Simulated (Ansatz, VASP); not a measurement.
**Li2S: VASP beside Ansatz**

```xyz
3
Lattice="0.0000 2.8445 2.8445 2.8445 0.0000 2.8445 2.8445 2.8445 0.0000" Properties=species:S:1:pos:R:3 pbc="T T T"
Li    1.4223    1.4223    1.4223
Li    4.2668    4.2668    4.2668
S     0.0000    0.0000    0.0000
```

Alike in both runs: task single point; functional LDA; k mesh 12 × 12 × 12; occupations gaussian, width 0.05 eV; no spin polarisation.

```csv
,VASP,Ansatz
version,VASP 6.6.1,Ansatz 0.2.0
potentials or method,"VASP PAW LDA potentials, release 64 (Li_sv, S), cutoff 750 eV","scalar-relativistic, plane waves, PAW"
valence electrons in the cell,12,12
```

```tsv
	VASP	Ansatz	Ansatz less VASP
gap on the k mesh at the Fermi level (eV)	3.17	3.17	-0.001
pressure (GPa)	-2.7	-2.6	+0.08
```

LDA's correlation is that of Perdew and Zunger in VASP and of Perdew and Wang (1992) in Ansatz.
